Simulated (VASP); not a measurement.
The system is ZnCd3O.

```
Zn Cd O
1.0
     4.13226    0.00000    0.00000
     0.00000    4.13226    0.00000
     0.00000    0.00000    5.31744
Zn Cd O
1 3 1
Direct
  0.00000 0.00000 0.99211
  0.00000 0.50000 0.51472
  0.50000 0.50000 0.11585
  0.50000 0.00000 0.51472
  0.50000 0.50000 0.70450
```

- Program: VASP 6.6.1
- Task: relaxation of cell and atoms
- Functional: PBE
- Potentials or basis: VASP PAW PBE potentials, release 64 (Zn, Cd, O)
- Cutoff: 600 eV
- k mesh: 4 × 4 × 4
- Occupations: gaussian, width 0.1 eV
- Spin: no spin polarisation

At the start: pressure 6.1 GPa; volume 18.16 Å³/atom.

How do energy, volume and symmetry change on relaxing?

Over 32 steps the energy falls by 71.8 meV/atom and the volume is 20.44 Å³/atom (+12.6 %); space group P4mm (No. 99, to 0.05 Å).

The path:
| step | energy change (eV) | largest force (eV/Å) | pressure (GPa) | volume (Å³) |
| --- | --- | --- | --- | --- |
| 1 | 0.0000 | 0.5047 | 6.09 | 90.80 |
| 2 | -0.1813 | 0.2653 | -0.69 | 100.15 |
| 3 | -0.1817 | 0.2675 | -0.45 | 99.67 |
| 4 | -0.1949 | 0.2662 | -0.14 | 99.26 |
| 5 | -0.2012 | 0.4301 | 0.31 | 98.75 |
| 6 | -0.2104 | 0.3666 | 0.26 | 98.80 |
| 7 | -0.2296 | 0.2536 | 0.11 | 98.95 |
| 8 | -0.2236 | 0.5243 | -0.05 | 99.17 |
| 9 | -0.2344 | 0.2688 | 0.01 | 99.06 |
| 10 | -0.2429 | 0.2538 | -0.05 | 99.13 |
| 11 | -0.2633 | 0.2062 | -0.14 | 99.34 |
| 12 | -0.2806 | 0.2147 | -0.16 | 99.76 |
| 13 | -0.2964 | 0.1182 | 0.53 | 98.90 |
| 14 | -0.3004 | 0.3315 | 1.20 | 98.18 |
| 15 | -0.3045 | 0.3223 | 1.20 | 98.28 |
| 16 | -0.3156 | 0.3018 | 1.11 | 98.57 |
| 17 | -0.3312 | 0.2941 | 1.01 | 99.10 |
| 18 | -0.3266 | 0.4353 | 1.08 | 100.02 |
| 19 | -0.3357 | 0.3663 | 1.01 | 99.51 |
| 20 | -0.3438 | 0.2277 | 0.43 | 100.40 |
| 21 | -0.3465 | 0.1354 | -0.07 | 101.21 |
| 22 | -0.3466 | 0.1373 | -0.12 | 101.33 |
| 23 | -0.3480 | 0.1306 | -0.09 | 101.30 |
| 24 | -0.3513 | 0.1097 | 0.01 | 101.21 |
| 25 | -0.3541 | 0.0709 | 0.22 | 101.02 |
| 26 | -0.3553 | 0.0678 | -0.08 | 101.67 |
| 27 | -0.3554 | 0.0681 | -0.19 | 101.90 |
| 28 | -0.3565 | 0.0536 | -0.11 | 101.94 |
| 29 | -0.3582 | 0.0734 | 0.06 | 102.03 |
| 30 | -0.3589 | 0.0601 | -0.07 | 102.30 |
| 31 | -0.3590 | 0.0405 | -0.02 | 102.25 |
| 32 | -0.3592 | 0.0240 | 0.00 | 102.22 |

Final structure:
```cif
data_structure
_symmetry_space_group_name_H-M 'P 1'
_symmetry_Int_Tables_number 1
_cell_length_a 4.3084
_cell_length_b 4.3084
_cell_length_c 5.5071
_cell_angle_alpha 90.000
_cell_angle_beta 90.000
_cell_angle_gamma 90.000
_cell_volume 102.22
loop_
_atom_site_label
_atom_site_type_symbol
_atom_site_fract_x
_atom_site_fract_y
_atom_site_fract_z
_atom_site_occupancy
Zn1 Zn 0.00000 0.00000 0.13547 1
Cd1 Cd 0.00000 0.50000 0.48698 1
Cd2 Cd 0.50000 0.50000 0.06608 1
Cd3 Cd 0.50000 0.00000 0.48698 1
O1 O 0.50000 0.50000 0.66638 1
```

Caveat: the k points lie up to 0.36 Å⁻¹ apart in the final cell.
